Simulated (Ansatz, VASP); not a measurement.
One calculation of BePtBr2, two programs

INCAR

```
SYSTEM = BePtBr2
PREC = Accurate
ENCUT = 600
EDIFF = 1E-6
ISMEAR = 0
SIGMA = 0.1
LREAL = .False.
LASPH = .True.
NELM = 100
ALGO = Normal
ISIF = 3
LWAVE = .False.
LCHARG = .False.
GGA = PE
IBRION = 2
NSW = 100
EDIFFG = -0.01
```

The input KPOINTS:

```
Automatic mesh
0
Gamma
  18 18 6
  0 0 0
```

The input POSCAR:

```
BePtBr2
1.0
    3.2433129692      0.0000000000      0.0000000000
   -1.6216564846      2.8087914237      0.0000000000
    0.0000000000      0.0000000000      8.9225509674
Be Pt Br
1 1 2
Direct
    0.0000000000      0.0000000000      0.5000000000
    0.0000000000      0.0000000000      0.0000000000
    0.3333333333      0.6666666667      0.6588521364
    0.6666666667      0.3333333333      0.3411478636
```

Input for Ansatz:

```yaml
crystal:
  lattice:
    - [3.2433129692, 0.0, 0.0]
    - [-1.6216564846, 2.8087914237, 0.0]
    - [0.0, 0.0, 8.9225509674]
  atoms:
    - { symbol: Be, position: [0.0, 0.0, 0.5] }
    - { symbol: Pt, position: [0.0, 0.0, 0.0] }
    - { symbol: Br, position: [0.3333333333, 0.6666666667, 0.6588521364] }
    - { symbol: Br, position: [0.6666666667, 0.3333333333, 0.3411478636] }
basis:
  ecutwfc: 420
kpoints:
  mp_grid: { grid: [18, 18, 6] }
hamiltonian:
  xc: pbe
scf:
  occupations: { method: gaussian, width: 0.1 }
output:
  forces: true
  stress: true
  eigenvalues: true
  write_density: true
  write_potential: true
  elf: true
  volumetric_format: npy
relax:
  adjacent_minimum: "off"
  f_tol: 0.01
  max_steps: 80
  cell: { stress_tol: 0.05 }
```

Alike in both runs: task relaxation of cell and atoms; functional PBE; k mesh 18 × 18 × 6; occupations gaussian, width 0.1 eV; no spin polarisation.

|  | VASP | Ansatz |
| --- | --- | --- |
| version | VASP 6.6.1 | Ansatz 0.2.0 |
| potentials or method | VASP PAW PBE potentials, release 64 (Be, Pt, Br), cutoff 600 eV | scalar-relativistic, plane waves, PAW |
| valence electrons in the cell | 26 | 34 |

VASP gave:

* gap on the k mesh at the Fermi level, each at its own relaxed structure (eV): none
* relaxed volume (Å³/atom): 23.99
* relaxed cell length with the largest relative difference (Å): 10.780

Question: What did Ansatz give for the same quantities?

Answer: gap on the k mesh at the Fermi level, each at its own relaxed structure (eV): none; relaxed volume (Å³/atom): 23.67; relaxed cell length with the largest relative difference (Å): 10.661.

A gap of «none» marks a metal or a gap that the smearing closes. VASP's potentials hold 26 valence electrons a cell and Ansatz's 34, so a difference there can come from the potentials and not from the codes.

Neither program's run includes spin-orbit coupling. Noted on VASP's run: the volume moved by over 15 % at a fixed basis, so the end points are rough.
